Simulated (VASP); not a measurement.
# Au (Fm-3m) in VASP: a series of runs, part 2 of 2

VASP 6.6.1.

**3. Single point, revPBE**

File INCAR:

```
SYSTEM = Au
ALGO     = Fast           ! electronic algorithm
EDIFF    = 1E-7           ! SCF threshold, eV
ENCUT    = 520            ! plane-wave cutoff, eV
GGA      = RE             ! functional
ISIF     = 2              ! what is computed and relaxed
ISMEAR   = -1             ! smearing method
LASPH    = .True.         ! aspherical terms in the spheres
LCHARG   = .False.        ! write CHGCAR
LREAL    = .False.        ! projectors in reciprocal space
LWAVE    = .False.        ! write WAVECAR
NBANDS   = 12             ! bands
NELM     = 80             ! most SCF steps
PREC     = Accurate       ! precision mode
SIGMA    = 0.05           ! smearing width, eV
```

File KPOINTS:

```
k-points
0
Gamma
  6 6 6
  0 0 0
```

File POSCAR:

```
Au
1.0
    0.0000000000      2.0350000000      2.0350000000
    2.0350000000      0.0000000000      2.0350000000
    2.0350000000      2.0350000000      0.0000000000
Au
1
Direct
    0.0000000000      0.0000000000      0.0000000000
```

Potentials or basis: VASP PAW PBE potentials, release 64 (Au).

Run with:

```
$ cat potpaw_PBE.64/Au/POTCAR > POTCAR
$ mpirun -np 1 vasp_std > vasp.out
```

OUTCAR:

```text
SYSTEM = Au
   EDIFF = 1E-7
   ENCUT = 520
   GGA = RE
   ISIF = 2
   ISMEAR = -1
   LASPH = .True.
   LREAL = .False.
   NELM = 80
   PREC = Accurate

 ion  position               nearest neighbor table
   1  0.000  0.000  0.000-

  LATTYP: Found a face centered cubic cell.
 ALAT       =     4.0700000000

  Lattice vectors:

 A1 = (   0.0000000000,   2.0350000000,   2.0350000000)
 A2 = (   2.0350000000,   0.0000000000,   2.0350000000)
 A3 = (   2.0350000000,   2.0350000000,   0.0000000000)

Analysis of symmetry for initial positions (statically):
=====================================================================
 Subroutine PRICEL returns:
 Original cell was already a primitive cell.

 Routine SETGRP: Setting up the symmetry group for a
 face centered cubic supercell.

 Subroutine GETGRP returns: Found 48 space group operations
[... 9 lines left out ...]

 Routine SETGRP: Setting up the symmetry group for a
 face centered cubic supercell.

 Subroutine GETGRP returns: Found 48 space group operations
[... 11 lines left out ...]
                                     Primitive cell

  volume of cell :      16.8548

  direct lattice vectors                    reciprocal lattice vectors
     0.000000000  2.035000000  2.035000000    -0.245700246  0.245700246  0.245700246
     2.035000000  0.000000000  2.035000000     0.245700246 -0.245700246  0.245700246
     2.035000000  2.035000000  0.000000000     0.245700246  0.245700246 -0.245700246

  length of vectors
     2.877924599  2.877924599  2.877924599     0.425565309  0.425565309  0.425565309

  position of ions in fractional coordinates (direct lattice)
     0.000000000  0.000000000  0.000000000

  ion indices of the primitive-cell ions
   primitive index   ion index
                 1           1

----------------------------------------------------------------------------------------

 KPOINTS: k-points

Automatic generation of k-mesh.
 Grid dimensions read from file:
 generate k-points for:    6    6    6

 Generating k-lattice:

  Cartesian coordinates                     Fractional coordinates (reciprocal lattice)
    -0.040950041  0.040950041  0.040950041     0.166666667  0.000000000  0.000000000
     0.040950041 -0.040950041  0.040950041     0.000000000  0.166666667  0.000000000
     0.040950041  0.040950041 -0.040950041     0.000000000  0.000000000  0.166666667

  Length of vectors
     0.070927551  0.070927551  0.070927551

  Shift w.r.t. Gamma in fractional coordinates (k-lattice)
     0.000000000  0.000000000  0.000000000

 Subroutine IBZKPT returns following result:
 ===========================================

 Found     16 irreducible k-points:

 Following reciprocal coordinates:
            Coordinates               Weight
  0.000000  0.000000  0.000000      1.000000
  0.166667  0.000000  0.000000      8.000000
  0.333333  0.000000  0.000000      8.000000
  0.500000  0.000000  0.000000      4.000000
  0.166667  0.166667  0.000000      6.000000
  0.333333  0.166667  0.000000     24.000000
[... 8 lines left out ...]
 -0.333333  0.333333  0.166667     24.000000
 -0.333333  0.500000  0.166667     12.000000
   k-points           NKPTS =     16   k-points in BZ     NKDIM =     16   number of bands    NBANDS=     12
   number of dos      NEDOS =    301   number of ions     NIONS =      1
   total plane-waves  NPLWV =  13824
   dimension x,y,z NGX =    24 NGY =   24 NGZ =   24
   dimension x,y,z NGXF=    48 NGYF=   48 NGZF=   48
   ions per type =               1
   NGX,Y,Z   is equivalent  to a cutoff of  13.86, 13.86, 13.86 a.u.
   NGXF,Y,Z  is equivalent  to a cutoff of  27.73, 27.73, 27.73 a.u.
 SYSTEM =  Au
   PREC   = accura    normal or accurate (medium, high low for compatibility)
   ISTART =      0    job   : 0-new  1-cont  2-samecut
   ICHARG =      2    charge: 1-file 2-atom 10-const
   ISPIN  =      1    spin polarized calculation?
   LNONCOLLINEAR =      F non collinear calculations
   LSORBIT =      F    spin-orbit coupling
   LASPH  =      T    aspherical Exc in radial PAW
   ENCUT  =  520.0 eV  38.22 Ry    6.18 a.u.   5.35  5.35  5.35*2*pi/ulx,y,z
   NELM   =     80;   NELMIN=  2; NELMDL= -5     # of ELM steps
   EDIFF  = 0.1E-06   stopping-criterion for ELM
   LREAL  =      F    real-space projection
   EDIFFG = 0.1E-05   stopping-criterion for IOM
   NSW    =      0    number of steps for IOM
   IBRION =     -1    ionic relax: 0-MD 1-quasi-New 2-CG
   NFREE  =      0    steps in history (QN), initial steepest desc. (CG)
   ISIF   =      2    stress and relaxation
   ISYM   =      2    0-nonsym 1-usesym 2-fastsym
   POTIM  = 0.5000    time-step for ionic-motion
   TEBEG  =    0.0;   TEEND  =   0.0 temperature during run
   PSTRESS=    0.0 pullay stress
   NELECT =      11.0000    total number of electrons
   NUPDOWN=      -1.0000    fix difference up-down
   EMIN   =  10.00;   EMAX   =-10.00  energy-range for DOS
   EFERMI =   0.00;   METHOD = LEGACY
   ISMEAR =    -1;   SIGMA  =   0.05  broadening in eV -4-tet -1-fermi 0-gaus
   EFERMI_NEDOS =   21; number of points for ismear=-14 and -15
   IALGO  =     68    algorithm
   IMIX   =      4    mixing-type and parameters
     AMIX     =   0.40;   BMIX     =  1.00
     AMIX_MAG =   1.60;   BMIX_MAG =  1.00
  volume/ion in A,a.u.               =      16.85       113.74
  Fermi-wavevector in a.u.,A,eV,Ry     =   1.420032  2.683470 27.436005  2.016489
  Thomas-Fermi vector in A             =   2.540990
   LORBIT       =      0    0 simple, 1 ext, 2 COOP (PROOUT), +10 PAW based schemes
   GGA     = RE    functional components
   LHFCALC =     F    Hartree Fock is set to
   AEXX    =    0.0000 exact exchange contribution
   IVDW    =     0    specifies the selected vdW correction
   LEPSILON=     F    determine dielectric tensor
   LRPA    =     F    only Hartree local field effects (RPA)
 non-spin polarized calculation
 RMM-DIIS sequential band-by-band and
  energy-cutoff  :      520.00
  volume of cell :       16.85
 maximum number of plane-waves:       464
 NGX is ok and might be reduce to    24
   NGX = 11   NGY = 11   NGZ = 11

 number of electron      10.9999999 magnetization

 Free energy of the ion-electron system (eV)
  ---------------------------------------------------
  ext. energy  EPLUGINS =         0.00000000
  ---------------------------------------------------
  free energy    TOTEN  =        -2.60987718 eV

  energy without entropy =       -2.60216034  energy(sigma->0) =       -2.60601876

 E-fermi :   9.6802     XC(G=0): -12.7225

 val. band max:        9.6534138902   @ k =   0.5000   0.3333   0.1667
 cond. band min:      10.4117004596   @ k =   0.5000   0.1667   0.0000
 fundamental gap:      0.7582865694
 Fermi energy:         9.6802116001

 k-point     1 :       0.0000    0.0000    0.0000
  band No.  band energies     occupation
      1      -0.2134      2.00000
      2       4.9811      2.00000
      3       4.9811      2.00000
      4       4.9811      2.00000
      5       6.5210      2.00000
      6       6.5210      2.00000
      7      24.2292      0.00000
      8      28.3138      0.00000
      9      28.3138      0.00000
     10      28.3138      0.00000
     11      33.2331      0.00000
     12      38.0135      0.00000

 k-point     2 :       0.1667    0.0000    0.0000
  band No.  band energies     occupation
      1       0.7096      2.00000
      2       4.7572      2.00000
      3       5.2294      2.00000
      4       5.2294      2.00000
      5       6.4670      2.00000
      6       6.4670      2.00000
      7      24.0208      0.00000
      8      25.3548      0.00000
      9      29.3655      0.00000
     10      29.3655      0.00000
     11      32.2431      0.00000
     12      34.4851      0.00000
[... 181 lines left out ...]
 k-point    15 :      -0.3333    0.3333    0.1667
  band No.  band energies     occupation
      1       3.8957      2.00000
      2       3.9858      2.00000
      3       4.9111      2.00000
      4       6.2607      2.00000
      5       7.6509      2.00000
      6      13.1285      0.00000
      7      13.9046      0.00000
      8      19.6354      0.00000
      9      21.4926      0.00000
     10      29.0965      0.00000
     11      33.0719      0.00000
     12      37.7753      0.00000

 k-point    16 :      -0.3333    0.5000    0.1667
  band No.  band energies     occupation
      1       3.3173      2.00000
      2       3.6135      2.00000
      3       5.7110      2.00000
      4       6.7949      2.00000
      5       8.0734      2.00000
      6      13.9620      0.00000
      7      14.7760      0.00000
      8      17.9945      0.00000
      9      19.3367      0.00000
     10      30.8489      0.00000
     11      31.4583      0.00000
     12      34.6660      0.00000

------------------------ aborting loop because EDIFF is reached ----------------------------------------

  FORCE on cell =-STRESS in cart. coord.  units (eV):
  Direction    XX          YY          ZZ          XY          YZ          ZX
  --------------------------------------------------------------------------------------
  -------------------------------------------------------------------------------------
  Total        1.5837778      1.5837778      1.5837778     -0.0000000     -0.0000000      0.0000000
  in kB      150.5502942    150.5502942    150.5502942     -0.0000000     -0.0000000      0.0000000
  external PRESSURE =     150.5502942 kB  Pullay stress =       0.0000000 kB

 VOLUME and BASIS-vectors are now :
 -----------------------------------------------------------------------------
  energy-cutoff  :      520.00
  volume of cell :       16.85
      direct lattice vectors                 reciprocal lattice vectors
     0.000000000  2.035000000  2.035000000    -0.245700246  0.245700246  0.245700246
     2.035000000  0.000000000  2.035000000     0.245700246 -0.245700246  0.245700246
     2.035000000  2.035000000  0.000000000     0.245700246  0.245700246 -0.245700246

 POSITION                                       TOTAL-FORCE (eV/Angst)
 -----------------------------------------------------------------------------------
      0.00000      0.00000      0.00000         0.000000      0.000000      0.000000
 -----------------------------------------------------------------------------------
    total drift:                               -0.000000      0.000000      0.000000

  FREE ENERGIE OF THE ION-ELECTRON SYSTEM (eV)
  ---------------------------------------------------
  free  energy   TOTEN  =        -2.6098771844 eV

  energy  without entropy=       -2.6021603404  energy(sigma->0) =       -2.60601876
```

Wall time 4.8 s (1 thread of Intel Xeon Platinum 8488C (Sapphire Rapids), shared host); peak memory 0.14 GiB.

What came out:

```yaml
Free_energy: -2.6099 eV
Pressure: 15.1 GPa
```

Caveat: the k points lie up to 0.45 Å⁻¹ apart; the PAW data sets were made with another functional, which shifts forces and pressure a little; spin-orbit coupling is left out, which moves the levels of the heavy elements.
